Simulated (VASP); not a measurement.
# Sc (I4_1/amd) in VASP: notebook

Runs on Sc. Level: PBE. Tasks: single point.

Program: VASP 6.6.1. These are calculated values, not measurements. Logs are shortened: lines on timing, memory, paths and dates and some standing lists are left out, and cuts for length are marked.

## (1) The cell of the first run

Symmetry: I4_1/amd, No. 141, tetragonal system. Conventional cell: a = 3.968 Å, b = 3.968 Å, c = 2.516 Å, α = 90.00°, β = 90.00°, γ = 90.00°. Sc (site symmetry -4m2) has 10 Sc at 2.08 to 2.74 Å within 2.8 Å.

## (2) Single point, PBE

INCAR reads:

```
SYSTEM = Sc
PREC = Accurate ; ENCUT = 520
EDIFF = 1E-6 ; ISMEAR = -1
SIGMA = 0.08 ; LREAL = .False.
LASPH = .True. ; NELM = 100
ALGO = Normal ; ISIF = 2
LWAVE = .False. ; LCHARG = .False.
GGA = PE ; NBANDS = 18
```

KPOINTS reads:

```
Automatic mesh
0
Gamma
  14 14 14
  0 0 0
```

POSCAR reads:

```
Sc
1.0
   -1.9840491704      1.9840491704      1.2581065607
    1.9840491704     -1.9840491704      1.2581065607
    1.9840491704      1.9840491704     -1.2581065607
Sc
2
Direct
   -0.3750000000     -0.1250000000     -0.2500000000
    0.3750000000      0.1250000000      0.2500000000
```

Potentials or basis: VASP PAW PBE potentials, release 64 (Sc_sv).

The run is started by

```bash
$ cat potpaw_PBE.64/Sc_sv/POTCAR > POTCAR
$ mpirun -np 1 vasp_std > vasp.out
```

OUTCAR:

```text
SYSTEM = Sc
   PREC = Accurate
   ENCUT = 520
   EDIFF = 1E-6
   ISMEAR = -1
   LREAL = .False.
   LASPH = .True.
   NELM = 100
   ISIF = 2
   GGA = PE

 ion  position               nearest neighbor table
   1  0.625  0.875  0.750-   2 2.08   2 2.08   2 2.08   2 2.08   2 2.74   2 2.74   2 2.74   2 2.74

   2  0.375  0.125  0.250-   1 2.08   1 2.08   1 2.08   1 2.08   1 2.74   1 2.74   1 2.74   1 2.74

  LATTYP: Found a body centered tetragonal cell.
 ALAT       =     3.9680983408
 C/A-ratio  =     0.6341105752

  Lattice vectors:

 A1 = (  -1.9840491704,   1.9840491704,   1.2581065607)
 A2 = (   1.9840491704,  -1.9840491704,   1.2581065607)
 A3 = (   1.9840491704,   1.9840491704,  -1.2581065607)

Analysis of symmetry for initial positions (statically):
=====================================================================
 Subroutine PRICEL returns:
 Original cell was already a primitive cell.

 Routine SETGRP: Setting up the symmetry group for a
 body centered tetragonal supercell.

 Subroutine GETGRP returns: Found 16 space group operations
 (whereof  4 operations were pure point group operations)
 out of a pool of 16 trial point group operations.

The static configuration has the point symmetry C_2h.
 The point group associated with its full space group is D_4h.

Analysis of symmetry for dynamics (positions and initial velocities):
=====================================================================
 Subroutine PRICEL returns:
 Original cell was already a primitive cell.

 Routine SETGRP: Setting up the symmetry group for a
 body centered tetragonal supercell.

 Subroutine GETGRP returns: Found 16 space group operations
 (whereof  4 operations were pure point group operations)
 out of a pool of 16 trial point group operations.

The dynamic configuration has the point symmetry C_2h.
 The point group associated with its full space group is D_4h.

 Subroutine INISYM returns: Found 16 space group operations
 (whereof  4 operations are pure point group operations),
 and found     1 'primitive' translations

----------------------------------------------------------------------------------------

                                     Primitive cell

  volume of cell :      19.8099

  direct lattice vectors                    reciprocal lattice vectors
[... 76 lines left out ...]
   NGXF,Y,Z  is equivalent  to a cutoff of  25.95, 25.95, 25.95 a.u.
 SYSTEM =  Sc
   PREC   = accura    normal or accurate (medium, high low for compatibility)
   ISTART =      0    job   : 0-new  1-cont  2-samecut
   ICHARG =      2    charge: 1-file 2-atom 10-const
   ISPIN  =      1    spin polarized calculation?
   LNONCOLLINEAR =      F non collinear calculations
   LSORBIT =      F    spin-orbit coupling
   LASPH  =      T    aspherical Exc in radial PAW
   ENCUT  =  520.0 eV  38.22 Ry    6.18 a.u.   5.72  5.72  5.72*2*pi/ulx,y,z
   NELM   =    100;   NELMIN=  2; NELMDL= -5     # of ELM steps
   EDIFF  = 0.1E-05   stopping-criterion for ELM
   LREAL  =      F    real-space projection
   EDIFFG = 0.1E-04   stopping-criterion for IOM
   NSW    =      0    number of steps for IOM
   IBRION =     -1    ionic relax: 0-MD 1-quasi-New 2-CG
   NFREE  =      0    steps in history (QN), initial steepest desc. (CG)
   ISIF   =      2    stress and relaxation
   ISYM   =      2    0-nonsym 1-usesym 2-fastsym
   POTIM  = 0.5000    time-step for ionic-motion
   TEBEG  =    0.0;   TEEND  =   0.0 temperature during run
   PSTRESS=    0.0 pullay stress
   NELECT =      22.0000    total number of electrons
   NUPDOWN=      -1.0000    fix difference up-down
   EMIN   =  10.00;   EMAX   =-10.00  energy-range for DOS
   EFERMI =   0.00;   METHOD = LEGACY
   ISMEAR =    -1;   SIGMA  =   0.08  broadening in eV -4-tet -1-fermi 0-gaus
   EFERMI_NEDOS =   21; number of points for ismear=-14 and -15
   IALGO  =     38    algorithm
   IMIX   =      4    mixing-type and parameters
     AMIX     =   0.40;   BMIX     =  1.00
     AMIX_MAG =   1.60;   BMIX_MAG =  1.00
  volume/ion in A,a.u.               =       9.90        66.84
  Fermi-wavevector in a.u.,A,eV,Ry     =   1.695333  3.203714 39.105230  2.874153
  Thomas-Fermi vector in A             =   2.776396
   LORBIT       =      0    0 simple, 1 ext, 2 COOP (PROOUT), +10 PAW based schemes
   GGA     = PE    functional components
   LHFCALC =     F    Hartree Fock is set to
   AEXX    =    0.0000 exact exchange contribution
   IVDW    =     0    specifies the selected vdW correction
   LEPSILON=     F    determine dielectric tensor
   LRPA    =     F    only Hartree local field effects (RPA)
 non-spin polarized calculation
  energy-cutoff  :      520.00
  volume of cell :       19.81
 maximum number of plane-waves:       552
   NGX = 11   NGY = 11   NGZ = 11

 number of electron      21.9999998 magnetization

 Free energy of the ion-electron system (eV)
  ---------------------------------------------------
  ext. energy  EPLUGINS =         0.00000000
  ---------------------------------------------------
  free energy    TOTEN  =        -3.60373811 eV

  energy without entropy =       -3.57985540  energy(sigma->0) =       -3.59179675

 E-fermi :  10.8270     XC(G=0): -14.2817

 val. band max:       10.8153852843   @ k =   0.2857   0.0714   0.0000
 cond. band min:      10.8506115183   @ k =   0.0714  -0.0000   0.0000
 fundamental gap:      0.0352262340
 Fermi energy:        10.8269637701

 k-point     1 :       0.0000    0.0000    0.0000
  band No.  band energies     occupation
      1     -39.2586      2.00000
      2     -35.4755      2.00000
      3     -18.5956      2.00000
      4     -18.5956      2.00000
      5     -14.8570      2.00000
      6     -14.7181      2.00000
[... 481 lines left out ...]
      5     -17.0013      2.00000
      6     -16.3054      2.00000
[... 10 lines left out ...]
     17      18.7345      0.00000
     18      19.6321      0.00000

 [... further k-points ...]
[... 5 lines left out ...]
  --------------------------------------------------------------------------------------
  -------------------------------------------------------------------------------------
  Total       21.5334821     21.5334821     20.8781849      0.0000000     -0.0000000      0.0000000
  in kB     1741.5765350   1741.5765350   1688.5776724      0.0000000     -0.0000000      0.0000000
  external PRESSURE =    1723.9102475 kB  Pullay stress =       0.0000000 kB

 VOLUME and BASIS-vectors are now :
 -----------------------------------------------------------------------------
  energy-cutoff  :      520.00
  volume of cell :       19.81
      direct lattice vectors                 reciprocal lattice vectors
    -1.984049170  1.984049170  1.258106561     0.000000000  0.252009883  0.397422616
     1.984049170 -1.984049170  1.258106561     0.252009883  0.000000000  0.397422616
     1.984049170  1.984049170 -1.258106561     0.252009883  0.252009883  0.000000000

 POSITION                                       TOTAL-FORCE (eV/Angst)
 -----------------------------------------------------------------------------------
      1.98405      0.99202      0.94358         0.000000      0.000000     -0.000000
      0.00000      0.99202      0.31453        -0.000000     -0.000000      0.000000
 -----------------------------------------------------------------------------------
    total drift:                               -0.000000      0.000000      0.000000

  FREE ENERGIE OF THE ION-ELECTRON SYSTEM (eV)
  ---------------------------------------------------
  free  energy   TOTEN  =        -3.6037381108 eV

  energy  without entropy=       -3.5798553962  energy(sigma->0) =       -3.59179675
```

OSZICAR:

```text
N       E                     dE             d eps       ncg     rms          rms(c)
DAV:   1     0.277078382216E+03    0.27708E+03   -0.11483E+04  9176   0.156E+03
DAV:   2     0.733061791177E+01   -0.26975E+03   -0.26542E+03  9228   0.549E+02
DAV:   3    -0.371944782857E+01   -0.11050E+02   -0.10706E+02 12772   0.144E+02
DAV:   4    -0.388002906799E+01   -0.16058E+00   -0.15924E+00 12886   0.141E+01
DAV:   5    -0.388186521943E+01   -0.18362E-02   -0.18358E-02 13242   0.147E+00    0.382E+01
DAV:   6    -0.363677929794E+01    0.24509E+00   -0.42205E-01 11554   0.881E+00    0.199E+01
DAV:   7    -0.360541699080E+01    0.31362E-01   -0.24472E-01 11560   0.606E+00    0.172E+00
DAV:   8    -0.360381271565E+01    0.16043E-02   -0.24198E-02  9788   0.230E+00    0.530E-02
DAV:   9    -0.360376331522E+01    0.49400E-04   -0.78248E-04 13238   0.433E-01    0.218E-02
DAV:  10    -0.360373996112E+01    0.23354E-04   -0.28187E-05 13378   0.811E-02    0.189E-02
DAV:  11    -0.360373895756E+01    0.10036E-05   -0.92711E-07  5624   0.138E-02    0.206E-03
DAV:  12    -0.360373811076E+01    0.84681E-06   -0.22589E-07  5086   0.811E-03
   1 F= -.36037381E+01 E0= -.35917968E+01  d E =-.238827E-01
```

stdout:

```text
POSCAR found type information on POSCAR Sc
 POSCAR found :  1 types and       2 ions
 scaLAPACK will be used
 LDA part: xc-table for (Slater+PW92), standard interpolation
 POSCAR, INCAR and KPOINTS ok, starting setup
 FFT: planning ... GRIDC
 FFT: planning ... GRID_SOFT
 FFT: planning ... GRID
 WAVECAR not read
 entering main loop
```

Run time: 24 s. Hardware: 1 thread of Intel Xeon 6975P-C (Granite Rapids), shared host; peak memory 0.19 GiB.

What came out:

| Item | Value |
| --- | --- |
| Free energy | -3.6037 eV |
| Pressure | 172.4 GPa |
| Band gap on the k mesh | zero (band 11 reaches 13.29 eV, above the bottom of band 12 at 9.79 eV) |

## (3) Single point, PBE (volume scaled by 0.4, partial waves polarizable)

INCAR reads:

```
PREC = Accurate
ENCUT = 520
EDIFF = 1E-6
ISMEAR = -1
SIGMA = 0.08
LREAL = False
LASPH = True
NELM = 100
ALGO = Normal
ISIF = 2
LWAVE = False
LCHARG = False
GGA = PE
NBANDS = 18
```

KPOINTS reads:

```
Automatic mesh
0
Gamma
  14 14 14
```

POSCAR is that of step 2.

Potentials or basis: VASP PAW PBE potentials, release 64 (Sc_sv).

The run is started by

```bash
$ cat potpaw_PBE.64/Sc_sv/POTCAR > POTCAR
$ mpirun -np 1 vasp_std > vasp.out
```

OUTCAR:

```text
PREC = Accurate
   ENCUT = 520
   EDIFF = 1E-6
   ISMEAR = -1
   LREAL = False
   LASPH = True
   NELM = 100
   ISIF = 2
   GGA = PE

 ion  position               nearest neighbor table
   1  0.625  0.875  0.750-   2 2.08   2 2.08   2 2.08   2 2.08   2 2.74   2 2.74   2 2.74   2 2.74

   2  0.375  0.125  0.250-   1 2.08   1 2.08   1 2.08   1 2.08   1 2.74   1 2.74   1 2.74   1 2.74

  LATTYP: Found a body centered tetragonal cell.
 ALAT       =     3.9680983408
 C/A-ratio  =     0.6341105752

  Lattice vectors:

[... 192 lines left out ...]
      5     -14.8570      2.00000
      6     -14.7181      2.00000
[... 481 lines left out ...]
      5     -17.0013      2.00000
      6     -16.3054      2.00000
[... 10 lines left out ...]
     17      18.7345      0.00000
     18      19.6321      0.00000

 [... further k-points ...]
[... 5 lines left out ...]
  --------------------------------------------------------------------------------------
  -------------------------------------------------------------------------------------
  Total       21.5334821     21.5334821     20.8781849      0.0000000     -0.0000000      0.0000000
  in kB     1741.5765350   1741.5765350   1688.5776724      0.0000000     -0.0000000      0.0000000
  external PRESSURE =    1723.9102475 kB  Pullay stress =       0.0000000 kB

 VOLUME and BASIS-vectors are now :
 -----------------------------------------------------------------------------
  energy-cutoff  :      520.00
  volume of cell :       19.81
      direct lattice vectors                 reciprocal lattice vectors
    -1.984049170  1.984049170  1.258106561     0.000000000  0.252009883  0.397422616
     1.984049170 -1.984049170  1.258106561     0.252009883  0.000000000  0.397422616
     1.984049170  1.984049170 -1.258106561     0.252009883  0.252009883  0.000000000

 POSITION                                       TOTAL-FORCE (eV/Angst)
 -----------------------------------------------------------------------------------
      1.98405      0.99202      0.94358         0.000000      0.000000     -0.000000
      0.00000      0.99202      0.31453        -0.000000     -0.000000      0.000000
 -----------------------------------------------------------------------------------
    total drift:                               -0.000000      0.000000      0.000000

  FREE ENERGIE OF THE ION-ELECTRON SYSTEM (eV)
  ---------------------------------------------------
  free  energy   TOTEN  =        -3.6037381108 eV

  energy  without entropy=       -3.5798553962  energy(sigma->0) =       -3.59179675
```

stdout:

```text
POSCAR found type information on POSCAR Sc
 POSCAR found :  1 types and       2 ions
 scaLAPACK will be used
 LDA part: xc-table for (Slater+PW92), standard interpolation
 POSCAR, INCAR and KPOINTS ok, starting setup
 FFT: planning ... GRIDC
 FFT: planning ... GRID_SOFT
 FFT: planning ... GRID
 WAVECAR not read
 entering main loop
```

Wall time 25 s (1 thread of Intel Xeon 6975P-C (Granite Rapids), shared host); peak memory 0.19 GiB.

Results:

| Property | Result |
| --- | --- |
| Free energy | -3.6037 eV |
| Pressure | 172.4 GPa |
| Band gap on the k mesh | zero (band 11 reaches 13.29 eV, above the bottom of band 12 at 9.79 eV) |

Stress tensor (GPa, compression positive):
```
174.16   0.00   0.00
  0.00 174.16   0.00
  0.00   0.00 168.86
```

Caveat: the cell differs from its parent crystal (volume scaled by 0.4, partial waves polarizable).

## (4) Single point, PBE

This run uses another cell than the first one, of 11.14 Å³/atom, 1.125 times its volume.

INCAR reads:

```
SYSTEM = Sc
  ALGO = Normal
  EDIFF = 1E-7
  ENCUT = 520
  GGA = PE
  ISIF = 2
  ISMEAR = -1
  LASPH = .True.
  LCHARG = .False.
  LREAL = .False.
  LWAVE = .False.
  NBANDS = 18
  NELM = 100
  PREC = Accurate
  SIGMA = 0.08
```

KPOINTS reads:

```
k-points
0
Gamma
  14 14 14
  0 0 0
```

POSCAR reads:

```
Sc
1.0
   -2.0675062665      2.0675062665      1.3034102814
    2.0675062665     -2.0675062665      1.3034102814
    2.0675062665      2.0675062665     -1.3034102814
Sc
2
Direct
   -0.3750000000     -0.1250000000     -0.2500000000
    0.3750000000      0.1250000000      0.2500000000
```

Potentials or basis: VASP PAW PBE potentials, release 64 (Sc_sv).

The run is started by

```bash
$ cat potpaw_PBE.64/Sc_sv/POTCAR > POTCAR
$ mpirun -np 1 vasp_std > vasp.out
```

OUTCAR:

```text
SYSTEM = Sc
   EDIFF = 1E-7
   ENCUT = 520
   GGA = PE
   ISIF = 2
   ISMEAR = -1
   LASPH = .True.
   LREAL = .False.
   NELM = 100
   PREC = Accurate

 ion  position               nearest neighbor table
   1  0.625  0.875  0.750-   2 2.17   2 2.17   2 2.17   2 2.17   2 2.85   2 2.85   2 2.85   2 2.85

   2  0.375  0.125  0.250-   1 2.17   1 2.17   1 2.17   1 2.17   1 2.85   1 2.85   1 2.85   1 2.85

  LATTYP: Found a body centered tetragonal cell.
 ALAT       =     4.1350125330
 C/A-ratio  =     0.6304262785

  Lattice vectors:

 A1 = (  -2.0675062665,   2.0675062665,   1.3034102814)
[... 674 lines left out ...]
      5     -17.9650      2.00000
      6     -17.4381      2.00000
[... 10 lines left out ...]
     17      16.7128      0.00000
     18      17.5449      0.00000

 [... further k-points ...]
[... 5 lines left out ...]
  --------------------------------------------------------------------------------------
  -------------------------------------------------------------------------------------
  Total       17.1526075     17.1526075     16.7816387      0.0000000     -0.0000000      0.0000000
  in kB     1233.1216715   1233.1216715   1206.4522743      0.0000000     -0.0000000      0.0000000
  external PRESSURE =    1224.2318725 kB  Pullay stress =       0.0000000 kB

 VOLUME and BASIS-vectors are now :
 -----------------------------------------------------------------------------
  energy-cutoff  :      520.00
  volume of cell :       22.29
      direct lattice vectors                 reciprocal lattice vectors
    -2.067506267  2.067506267  1.303410281     0.000000000  0.241837236  0.383609065
     2.067506267 -2.067506267  1.303410281     0.241837236  0.000000000  0.383609065
     2.067506267  2.067506267 -1.303410281     0.241837236  0.241837236  0.000000000

 POSITION                                       TOTAL-FORCE (eV/Angst)
 -----------------------------------------------------------------------------------
      2.06751      1.03375      0.97756         0.000000     -0.000000      0.000000
      0.00000      1.03375      0.32585        -0.000000      0.000000     -0.000000
 -----------------------------------------------------------------------------------
    total drift:                               -0.000000      0.000000      0.000000

  FREE ENERGIE OF THE ION-ELECTRON SYSTEM (eV)
  ---------------------------------------------------
  free  energy   TOTEN  =        -5.8594383890 eV

  energy  without entropy=       -5.8329731847  energy(sigma->0) =       -5.84620579
```

OSZICAR:

```text
N       E                     dE             d eps       ncg     rms          rms(c)
DAV:   1     0.288858219815E+03    0.28886E+03   -0.11414E+04  9112   0.153E+03
DAV:   2     0.588933031669E+01   -0.28297E+03   -0.27864E+03  9254   0.554E+02
DAV:   3    -0.611842592599E+01   -0.12008E+02   -0.11627E+02 13214   0.147E+02
DAV:   4    -0.629471567450E+01   -0.17629E+00   -0.17494E+00 12806   0.152E+01
DAV:   5    -0.629670331554E+01   -0.19876E-02   -0.19873E-02 13660   0.158E+00    0.295E+01
DAV:   6    -0.592000793340E+01    0.37670E+00   -0.66964E-01 11632   0.109E+01    0.145E+01
DAV:   7    -0.586191538402E+01    0.58093E-01   -0.30293E-01 11704   0.669E+00    0.170E+00
DAV:   8    -0.585955294652E+01    0.23624E-02   -0.26139E-02  9940   0.233E+00    0.562E-02
DAV:   9    -0.585945157775E+01    0.10137E-03   -0.95481E-04 13418   0.490E-01    0.238E-02
DAV:  10    -0.585943925870E+01    0.12319E-04   -0.35355E-05 13742   0.816E-02    0.175E-02
DAV:  11    -0.585943909007E+01    0.16862E-06   -0.92749E-07 12878   0.135E-02    0.234E-03
DAV:  12    -0.585943841910E+01    0.67098E-06   -0.10189E-07  5540   0.586E-03    0.602E-04
DAV:  13    -0.585943838898E+01    0.30114E-07   -0.27676E-08  5304   0.345E-03
   1 F= -.58594384E+01 E0= -.58462058E+01  d E =-.264652E-01
```

stdout:

```text
POSCAR found type information on POSCAR Sc
 POSCAR found :  1 types and       2 ions
 scaLAPACK will be used
 LDA part: xc-table for (Slater+PW92), standard interpolation
 POSCAR, INCAR and KPOINTS ok, starting setup
 FFT: planning ... GRIDC
 FFT: planning ... GRID_SOFT
 FFT: planning ... GRID
 WAVECAR not read
 entering main loop
```

Wall time 29 s (1 thread of Intel Xeon 6975P-C (Granite Rapids), shared host); peak memory 0.2 GiB.

What came out:

```
Free energy            : -5.8594 eV
Pressure               : 122.4 GPa
Band gap on the k mesh : zero (band 11 reaches 11.75 eV, above the bottom of band 12 at 8.71 eV)
```

Stress tensor (GPa, compression positive):
```
123.31   0.00   0.00
  0.00 123.31   0.00
  0.00   0.00 120.65
```

Levels at points of the mesh, in eV from the Fermi level:
| k point | band 9 | band 10 | band 11 | band 12 | band 13 | band 14 |
| --- | --- | --- | --- | --- | --- | --- |
| (0.00, 0.00, 0.00) | -5.11 | -4.52 | -0.68 | 0.09 | 1.92 | 3.62 |
| (0.50, 0.00, 0.00) | -3.42 | -2.67 | -0.77 | 1.25 | 2.71 | 4.37 |
| (0.50, 0.50, 0.00) | -2.54 | -2.54 | 0.32 | 0.32 | 2.15 | 2.15 |
| (0.50, 0.50, 0.50) | -1.63 | -1.63 | 2.15 | 2.15 | 3.35 | 3.35 |
